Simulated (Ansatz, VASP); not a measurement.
## Ag: VASP beside Ansatz

The input INCAR:

```
ALGO = Normal
EDIFF = 1E-8
ENCUT = 520
ISIF = 2
ISMEAR = -1
LASPH = True
LCHARG = False
LEFG = True
LREAL = False
LWAVE = False
NBANDS = 18
NELM = 60
PREC = Accurate
SIGMA = 0.05
```

The input KPOINTS:

```
k-points
0
Gamma
  14 14 8
```

POSCAR

```
Ag
1.0
    2.9397323648      0.0000000000      0.0000000000
   -1.4698661824      2.5458829083      0.0000000000
    0.0000000000      0.0000000000      4.8059137382
Ag
2
Direct
    0.3333333333      0.6666666667      0.2500000000
    0.6666666667      0.3333333333      0.7500000000
```

Input for Ansatz:

```yaml
crystal:
  lattice:
    - [2.9397323648, 0.0, 0.0]
    - [-1.4698661824, 2.5458829083, 0.0]
    - [0.0, 0.0, 4.8059137382]
  atoms:
    - { symbol: Ag, position: [0.3333333333, 0.6666666667, 0.25] }
    - { symbol: Ag, position: [0.6666666667, 0.3333333333, 0.75] }
kpoints:
  mp_grid: { grid: [14, 14, 8] }
scf:
  occupations: { method: fermi_dirac, width: 0.05 }
hamiltonian:
  xc: lda
  pseudopotentials: { kind: all_electron, datasets: crystal }
output:
  forces: true
  stress: true
  eigenvalues: true
  efg: { contact_densities: true }
```

Change from the starting cell: volume scaled by 1.01, crystal datasets.

Alike in both runs: task electric field gradients; functional LDA; k mesh 14 × 14 × 8; occupations fermi-dirac, width 0.05 eV; no spin polarisation.

|  | VASP | Ansatz |
| --- | --- | --- |
| version | VASP 6.6.1 | Ansatz 0.2.0 |
| potentials or method | VASP PAW LDA potentials, release 64 (Ag), cutoff 520 eV | all-electron PAW with datasets made for the crystal, scalar-relativistic |

```tsv
	VASP	Ansatz	Ansatz less VASP
pressure (GPa)	-11.1	-11.3	-0.15
traceless stress, the component that is largest in VASP (GPa)	-0.24	-0.24	+0.007
size of Vzz on the site where it differs most (V/Å²)	3.9	4.3	+0.43
```

LDA's correlation is that of Perdew and Zunger in VASP and of Perdew and Wang (1992) in Ansatz. Ansatz ran all-electron here, and VASP with PAW potentials.
